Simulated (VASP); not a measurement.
# Cs (I4/mmm) in VASP: notebook

Runs on Cs. Level: PBE. Tasks: single point.

Program: VASP 6.6.1. These are calculated values, not measurements. Logs are shortened: lines on timing, memory, paths and dates and some standing lists are left out, and cuts for length are marked.

### 1 The cell of the first run

It takes space group I4/mmm (No. 139, tetragonal). The conventional cell has a = 5.411 Å, b = 5.411 Å, c = 7.980 Å, α = 90.00°, β = 90.00°, γ = 90.00°.

### 2 Single point, PBE

File INCAR:

```
SYSTEM = Cs
PREC = Accurate
ENCUT = 520
EDIFF = 1E-6
ISMEAR = 0
SIGMA = 0.1
LREAL = .FALSE.
LASPH = .TRUE.
NELM = 100
ALGO = Normal
ISIF = 2
LWAVE = .FALSE.
LCHARG = .TRUE.
GGA = PE
LELF = .TRUE.
LVHAR = .TRUE.
NBANDS = 16
```

File KPOINTS:

```
regular mesh
0
G
  8 8 6
  0 0 0
```

File POSCAR:

```
Cs
1.0
    5.4110313364      0.0000000000      0.0000000000
    0.0000000000      5.4110313364      0.0000000000
    0.0000000000      0.0000000000      7.9795016032
Cs
2
Direct
    0.0000000000      0.0000000000      0.0000000000
    0.5000000000      0.5000000000      0.5000000000
```

Potentials or basis: VASP PAW PBE potentials, release 64 (Cs_sv).

The run is started by

```
> cat potpaw_PBE.64/Cs_sv/POTCAR > POTCAR
> mpirun -np 1 vasp_std > vasp.out
```

OUTCAR:

```text
SYSTEM = Cs
   PREC = Accurate
   ENCUT = 520
   EDIFF = 1E-6
   ISMEAR = 0
   LREAL = .FALSE.
   LASPH = .TRUE.
   NELM = 100
   ISIF = 2
   GGA = PE

 ion  position               nearest neighbor table
   1  0.000  0.000  0.000-
   2  0.500  0.500  0.500-

  LATTYP: Found a simple tetragonal cell.
 ALAT       =     5.4110313364
 C/A-ratio  =     1.4746729611

  Lattice vectors:

 A1 = (   5.4110313364,   0.0000000000,   0.0000000000)
 A2 = (   0.0000000000,   5.4110313364,   0.0000000000)
 A3 = (   0.0000000000,   0.0000000000,   7.9795016032)

Analysis of symmetry for initial positions (statically):
=====================================================================
 Subroutine PRICEL returns following result:

  LATTYP: Found a body centered tetragonal cell.
 ALAT       =     5.4110313364
 C/A-ratio  =     1.4746729611

  Lattice vectors:

 A1 = (   2.7055156682,  -2.7055156682,  -3.9897508016)
 A2 = (  -2.7055156682,   2.7055156682,  -3.9897508016)
 A3 = (   2.7055156682,   2.7055156682,   3.9897508016)

   2 primitive cells build up your supercell.

 Routine SETGRP: Setting up the symmetry group for a
 simple tetragonal supercell.

 Subroutine GETGRP returns: Found 16 space group operations
 (whereof 16 operations were pure point group operations)
 out of a pool of 16 trial point group operations.

The static configuration has the point symmetry D_4h.

Analysis of symmetry for dynamics (positions and initial velocities):
=====================================================================
 Subroutine PRICEL returns following result:

  LATTYP: Found a body centered tetragonal cell.
 ALAT       =     5.4110313364
 C/A-ratio  =     1.4746729611

  Lattice vectors:

 A1 = (   2.7055156682,  -2.7055156682,  -3.9897508016)
 A2 = (  -2.7055156682,   2.7055156682,  -3.9897508016)
 A3 = (   2.7055156682,   2.7055156682,   3.9897508016)

   2 primitive cells build up your supercell.

 Routine SETGRP: Setting up the symmetry group for a
 simple tetragonal supercell.

 Subroutine GETGRP returns: Found 16 space group operations
 (whereof 16 operations were pure point group operations)
 out of a pool of 16 trial point group operations.

The dynamic configuration has the point symmetry D_4h.

 Subroutine INISYM returns: Found 16 space group operations
 (whereof 16 operations are pure point group operations),
 and found     2 'primitive' translations

----------------------------------------------------------------------------------------

                                     Primitive cell

  volume of cell :     116.8170

  direct lattice vectors                    reciprocal lattice vectors
     2.705515668 -2.705515668 -3.989750802     0.184807653  0.000000000 -0.125321110
    -2.705515668  2.705515668 -3.989750802     0.000000000  0.184807653 -0.125321110
     2.705515668  2.705515668  3.989750802     0.184807653  0.184807653  0.000000000

  length of vectors
     5.527905708  5.527905708  5.527905708     0.223291848  0.223291848  0.261357489

  position of ions in fractional coordinates (direct lattice)
     0.000000000  0.000000000  0.000000000

  ion indices of the primitive-cell ions
   primitive index   ion index
                 1           1

----------------------------------------------------------------------------------------

 KPOINTS: regular mesh

Automatic generation of k-mesh.
 Grid dimensions read from file:
 generate k-points for:    8    8    6

 Generating k-lattice:

  Cartesian coordinates                     Fractional coordinates (reciprocal lattice)
     0.023100957  0.000000000  0.000000000     0.125000000  0.000000000  0.000000000
     0.000000000  0.023100957  0.000000000     0.000000000  0.125000000  0.000000000
     0.000000000  0.000000000  0.020886852     0.000000000  0.000000000  0.166666667

  Length of vectors
     0.023100957  0.023100957  0.020886852

  Shift w.r.t. Gamma in fractional coordinates (k-lattice)
     0.000000000  0.000000000  0.000000000

 Subroutine IBZKPT returns following result:
 ===========================================

 Found     60 irreducible k-points:

 Following reciprocal coordinates:
            Coordinates               Weight
  0.000000  0.000000  0.000000      1.000000
  0.125000  0.000000  0.000000      4.000000
  0.250000  0.000000  0.000000      4.000000
  0.375000  0.000000  0.000000      4.000000
  0.500000  0.000000  0.000000      2.000000
  0.125000  0.125000  0.000000      4.000000
[... 16 lines left out ...]
  0.375000  0.125000  0.166667     16.000000
  0.500000  0.125000  0.166667      8.000000
 [... further k-points ...]
   k-points           NKPTS =     60   k-points in BZ     NKDIM =     60   number of bands    NBANDS=     16
   number of dos      NEDOS =    301   number of ions     NIONS =      2
   total plane-waves  NPLWV =  96000
   dimension x,y,z NGX =    40 NGY =   40 NGZ =   60
   dimension x,y,z NGXF=    80 NGYF=   80 NGZF=  120
   ions per type =               2
   NGX,Y,Z   is equivalent  to a cutoff of  12.29, 12.29, 12.50 a.u.
   NGXF,Y,Z  is equivalent  to a cutoff of  24.58, 24.58, 25.00 a.u.
 SYSTEM =  Cs
   PREC   = accura    normal or accurate (medium, high low for compatibility)
   ISTART =      0    job   : 0-new  1-cont  2-samecut
   ICHARG =      2    charge: 1-file 2-atom 10-const
   ISPIN  =      1    spin polarized calculation?
   LNONCOLLINEAR =      F non collinear calculations
   LSORBIT =      F    spin-orbit coupling
   LASPH  =      T    aspherical Exc in radial PAW
   ENCUT  =  520.0 eV  38.22 Ry    6.18 a.u.  10.06 10.06 14.84*2*pi/ulx,y,z
   NELM   =    100;   NELMIN=  2; NELMDL= -5     # of ELM steps
   EDIFF  = 0.1E-05   stopping-criterion for ELM
   LREAL  =      F    real-space projection
   EDIFFG = 0.1E-04   stopping-criterion for IOM
   NSW    =      0    number of steps for IOM
   IBRION =     -1    ionic relax: 0-MD 1-quasi-New 2-CG
   NFREE  =      0    steps in history (QN), initial steepest desc. (CG)
   ISIF   =      2    stress and relaxation
   ISYM   =      2    0-nonsym 1-usesym 2-fastsym
   POTIM  = 0.5000    time-step for ionic-motion
   TEBEG  =    0.0;   TEEND  =   0.0 temperature during run
   PSTRESS=    0.0 pullay stress
   NELECT =      18.0000    total number of electrons
   NUPDOWN=      -1.0000    fix difference up-down
   EMIN   =  10.00;   EMAX   =-10.00  energy-range for DOS
   EFERMI =   0.00;   METHOD = LEGACY
   ISMEAR =     0;   SIGMA  =   0.10  broadening in eV -4-tet -1-fermi 0-gaus
   EFERMI_NEDOS =   21; number of points for ismear=-14 and -15
   IALGO  =     38    algorithm
   IMIX   =      4    mixing-type and parameters
     AMIX     =   0.40;   BMIX     =  1.00
     AMIX_MAG =   1.60;   BMIX_MAG =  1.00
  volume/ion in A,a.u.               =     116.82       788.32
  Fermi-wavevector in a.u.,A,eV,Ry     =   0.696606  1.316394  6.602357  0.485260
  Thomas-Fermi vector in A             =   1.779703
   LORBIT       =      0    0 simple, 1 ext, 2 COOP (PROOUT), +10 PAW based schemes
   GGA     = PE    functional components
   LHFCALC =     F    Hartree Fock is set to
   AEXX    =    0.0000 exact exchange contribution
   IVDW    =     0    specifies the selected vdW correction
   LEPSILON=     F    determine dielectric tensor
   LRPA    =     F    only Hartree local field effects (RPA)
 non-spin polarized calculation
 Gauss-broadening in eV      SIGMA  =   0.10
  energy-cutoff  :      520.00
  volume of cell :      233.63
 maximum number of plane-waves:      6328
   NGX = 21   NGY = 21   NGZ = 29

 number of electron      18.0000006 magnetization

 Free energy of the ion-electron system (eV)
  ---------------------------------------------------
  ext. energy  EPLUGINS =         0.00000000
  ---------------------------------------------------
  free energy    TOTEN  =        -1.70579595 eV

  energy without entropy =       -1.69219553  energy(sigma->0) =       -1.69899574

 E-fermi :   0.4103     XC(G=0):  -5.3671

 val. band max:        0.4093395103   @ k =   0.3750   0.3750   0.1667
 cond. band min:       0.4437547632   @ k =   0.0000   0.0000   0.1667
 fundamental gap:      0.0344152529
 Fermi energy:         0.4103315008

 k-point     1 :       0.0000    0.0000    0.0000
  band No.  band energies     occupation
      1     -23.4466      2.00000
      2     -23.4399      2.00000
      3     -10.3127      2.00000
      4     -10.2339      2.00000
      5     -10.2339      2.00000
      6     -10.1945      2.00000
[... 8 lines left out ...]
     15       2.9039      0.00000
     16       3.7816      0.00000

 k-point     2 :       0.1250    0.0000    0.0000
  band No.  band energies     occupation
      1     -23.4460      2.00000
      2     -23.4398      2.00000
      3     -10.3071      2.00000
      4     -10.2439      2.00000
      5     -10.2314      2.00000
      6     -10.2064      2.00000
[... 8 lines left out ...]
     15       2.9638      0.00000
     16       3.8167      0.00000

 k-point     3 :       0.2500    0.0000    0.0000
  band No.  band energies     occupation
      1     -23.4445      2.00000
      2     -23.4398      2.00000
      3     -10.2917      2.00000
      4     -10.2673      2.00000
      5     -10.2391      2.00000
      6     -10.2246      2.00000
[... 8 lines left out ...]
     15       3.1402      0.00000
     16       3.5194      0.00000

 k-point     4 :       0.3750    0.0000    0.0000
  band No.  band energies     occupation
      1     -23.4426      2.00000
      2     -23.4401      2.00000
      3     -10.2884      2.00000
      4     -10.2733      2.00000
      5     -10.2698      2.00000
      6     -10.2244      2.00000
[... 8 lines left out ...]
     15       3.2685      0.00000
     16       3.2701      0.00000
[... 324 lines left out ...]
 k-point    22 :       0.2500    0.1250    0.1667
  band No.  band energies     occupation
      1     -23.4437      2.00000
      2     -23.4399      2.00000
      3     -10.2914      2.00000
      4     -10.2580      2.00000
      5     -10.2513      2.00000
      6     -10.2293      2.00000
[... 8 lines left out ...]
     15       2.9697      0.00000
     16       3.0167      0.00000

 k-point    23 :       0.3750    0.1250    0.1667
  band No.  band energies     occupation
      1     -23.4420      2.00000
      2     -23.4400      2.00000
      3     -10.2986      2.00000
      4     -10.2833      2.00000
      5     -10.2539      2.00000
      6     -10.2225      2.00000
[... 8 lines left out ...]
     15       3.0351      0.00000
     16       3.0356      0.00000

 k-point    24 :       0.5000    0.1250    0.1667
  band No.  band energies     occupation
      1     -23.4407      2.00000
      2     -23.4407      2.00000
      3     -10.3011      2.00000
      4     -10.3011      2.00000
      5     -10.2366      2.00000
      6     -10.2366      2.00000
[... 8 lines left out ...]
     15       3.0641      0.00000
     16       3.0641      0.00000

 [... further k-points ...]

------------------------ aborting loop because EDIFF is reached ----------------------------------------

  FORCE on cell =-STRESS in cart. coord.  units (eV):
  Direction    XX          YY          ZZ          XY          YZ          ZX
  --------------------------------------------------------------------------------------
  -------------------------------------------------------------------------------------
  Total        0.0256214      0.0256214     -0.0339501      0.0000000     -0.0000000      0.0000000
  in kB        0.1757023      0.1757023     -0.2328177      0.0000000     -0.0000000      0.0000000
  external PRESSURE =       0.0395289 kB  Pullay stress =       0.0000000 kB

 VOLUME and BASIS-vectors are now :
 -----------------------------------------------------------------------------
  energy-cutoff  :      520.00
  volume of cell :      233.63
      direct lattice vectors                 reciprocal lattice vectors
     5.411031336  0.000000000  0.000000000     0.184807653  0.000000000  0.000000000
     0.000000000  5.411031336  0.000000000     0.000000000  0.184807653  0.000000000
     0.000000000  0.000000000  7.979501603     0.000000000  0.000000000  0.125321110

 POSITION                                       TOTAL-FORCE (eV/Angst)
 -----------------------------------------------------------------------------------
      0.00000      0.00000      0.00000         0.000000     -0.000000     -0.000000
      2.70552      2.70552      3.98975        -0.000000      0.000000      0.000000
 -----------------------------------------------------------------------------------
    total drift:                                0.000000      0.000000     -0.000000

  FREE ENERGIE OF THE ION-ELECTRON SYSTEM (eV)
  ---------------------------------------------------
  free  energy   TOTEN  =        -1.7057959474 eV

  energy  without entropy=       -1.6921955275  energy(sigma->0) =       -1.69899574
```

Run time: 71 s. Hardware: 1 thread of Intel Xeon 6975P-C (Granite Rapids), shared host; peak memory 0.38 GiB.

Results:

```
Free energy            : -1.7058 eV
Pressure               : 0.0 GPa
Band gap on the k mesh : zero (band 9 reaches 1.16 eV, above the bottom of band 10 at -0.49 eV)
```

Levels at points of the mesh, in eV from the Fermi level:
| k point | band 6 | band 7 | band 8 | band 9 | band 10 | band 11 | band 12 | band 13 |
| --- | --- | --- | --- | --- | --- | --- | --- | --- |
| (0.00, 0.00, 0.00) | -10.60 | -10.60 | -10.60 | -1.66 | 0.23 | 1.11 | 1.27 | 2.36 |
| (0.50, 0.00, 0.00) | -10.66 | -10.62 | -10.62 | -0.15 | -0.15 | 1.27 | 1.27 | 1.54 |
| (0.50, 0.50, 0.00) | -10.66 | -10.65 | -10.65 | 0.31 | 0.31 | 1.03 | 1.03 | 1.49 |
| (0.00, 0.00, 0.50) | -10.62 | -10.62 | -10.62 | -0.90 | -0.90 | 1.57 | 1.57 | 2.06 |
| (0.50, 0.00, 0.50) | -10.63 | -10.62 | -10.62 | -0.02 | -0.02 | 0.75 | 0.75 | 2.21 |
| (0.50, 0.50, 0.50) | -10.69 | -10.65 | -10.65 | 0.74 | 0.74 | 1.24 | 1.24 | 1.24 |

Caveat: spin-orbit coupling is left out, which moves the levels of the heavy elements.

### 3 Single point, PBE (strained)

File INCAR:

```
  ALGO = Normal
  EDIFF = 1E-6
  ENCUT = 520
  GGA = PE
  ISIF = 2
  ISMEAR = 0
  LASPH = T
  LCHARG = T
  LELF = T
  LREAL = F
  LVHAR = T
  LWAVE = F
  NBANDS = 10
  NELM = 100
  PREC = Accurate
  SIGMA = 0.1
```

File KPOINTS:

```
k-points
0
Gamma
  12 12 12
```

File POSCAR:

```
Cs
1.0
   -2.8888167670      2.8888167670      4.1810275171
    2.8888167670     -2.8888167670      4.1810275171
    2.8888167670      2.8888167670     -4.1810275171
Cs
1
Direct
    0.0000000000      0.0000000000      0.0000000000
```

Potentials or basis: VASP PAW PBE potentials, release 64 (Cs_sv).

The run is started by

```
> cat potpaw_PBE.64/Cs_sv/POTCAR > POTCAR
> mpirun -np 1 vasp_std > vasp.out
```

It took 3.4 min on 1 thread of Intel Xeon Platinum 8488C (Sapphire Rapids), shared host; peak memory 0.45 GiB.

It converged, with:

```yaml
Free_energy: -0.8348 eV
Pressure: -0.3 GPa
```

Levels at points of the mesh, in eV from the Fermi level:
```
           k point  band 1  band 2  band 3  band 4  band 5  band 6  band 7  band 8  band 9  band 10
(0.00, 0.00, 0.00)  -23.97  -10.73  -10.73  -10.73   -1.48    2.30    2.37    2.37    3.19     3.31
(0.50, 0.00, 0.00)  -23.96  -10.80  -10.74  -10.74    0.03    0.63    2.18    2.27    3.85     3.90
(0.50, 0.50, 0.00)  -23.96  -10.80  -10.76  -10.76    0.40    1.12    1.22    3.44    3.48     3.54
(0.50, 0.50, 0.50)  -23.96  -10.79  -10.75  -10.75    0.35    1.11    1.16    3.54    3.56     3.56
```

Caveat: the cell differs from its parent crystal (strained); spin-orbit coupling is left out, which moves the levels of the heavy elements.

(Part 1 of 2 ends here.)
